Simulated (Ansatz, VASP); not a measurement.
## One calculation of LiF, two programs

```
Li F
1.0
     3.09179    1.78504    3.60649
    -3.09179    1.78504    3.60649
     0.00000   -3.57009    3.60649
Li F
5 5
Direct
  0.17785 0.17785 0.17785
  0.82215 0.82215 0.82215
  0.59580 0.00000 0.40420
  0.40420 0.59580 0.00000
  0.00000 0.40420 0.59580
  0.34857 0.34857 0.34857
  0.08559 0.50000 0.91441
  0.91441 0.08559 0.50000
  0.50000 0.91441 0.08559
  0.65143 0.65143 0.65143
```

Alike in both runs: functional PBE; k mesh 6 × 6 × 6; occupations gaussian, width 0.1 eV; no spin polarisation.

Ansatz relaxed the structure, and its values are those at the end. VASP's run is a single point on that final structure, the one shown.

```csv
,VASP,Ansatz
version,VASP 6.6.1,Ansatz 0.2.0
potentials or method,"VASP PAW PBE potentials, release 64 (Li_sv, F), cutoff 520 eV","scalar-relativistic, plane waves, PAW"
valence electrons in the cell,50,50
```

VASP gave:

```
gap on the k mesh at the Fermi level (eV) : 6.13
least direct gap on the mesh (eV)         : 6.13
rms of the force components (eV/Å)        : 0.008
```

Problem. Estimate Ansatz's values.

Solution. gap on the k mesh at the Fermi level (eV): 6.14; least direct gap on the mesh (eV): 6.14; rms of the force components (eV/Å): 0.005.

With one functional, cell and mesh, what is left measures potentials, basis and numerics.

Noted on VASP's run: the cutoff is under 1.25 times that of the potentials, so the pressure is a little rough.
